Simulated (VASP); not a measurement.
A run of VASP 6.6.1 is set up as follows.

INCAR

```
SYSTEM = AlRu
ALGO     = Fast           ! electronic algorithm
EDIFF    = 1E-6           ! SCF threshold, eV
ENCUT    = 520            ! plane-wave cutoff, eV
GGA      = PE             ! functional
ISIF     = 2              ! what is computed and relaxed
ISMEAR   = 0              ! smearing method
LASPH    = .True.         ! aspherical terms in the spheres
LCHARG   = .True.         ! write CHGCAR
LELF     = .True.         ! ELF
LREAL    = .False.        ! projectors in reciprocal space
LVHAR    = .True.       
LWAVE    = .False.        ! write WAVECAR
NBANDS   = 16             ! bands
NELM     = 80             ! most SCF steps
PREC     = Accurate       ! precision mode
SIGMA    = 0.15           ! smearing width, eV
```

File KPOINTS:

```
k-points
0
Gamma
  16 16 16
  0 0 0
```

The input POSCAR:

```
AlRu
1.0
    2.9616840000      0.0000000000      0.0000000000
    0.0000000000      2.9916000000      0.0000000000
    0.0000000000      0.0000000000      2.9916000000
Al Ru
1 1
Direct
    0.0000000000      0.0000000000      0.0000000000
    0.5000000000      0.5000000000      0.5000000000
```

Potentials or basis: VASP PAW PBE potentials, release 64 (Al, Ru_pv).

The run is started by

```sh
$ cat potpaw_PBE.64/Al/POTCAR potpaw_PBE.64/Ru_pv/POTCAR > POTCAR
$ mpirun -np 1 vasp_std > vasp.out
```

Task: What does it give for the pressure?

Result: 4.8 GPa.

Stress tensor (GPa, compression positive):
```
5.96 0.00 0.00
0.00 4.15 0.00
0.00 0.00 4.15
```

Caveat: the cell differs from its parent crystal (strain -0.0100 x Voigt [1, 0, 0, 0, 0, 0]).
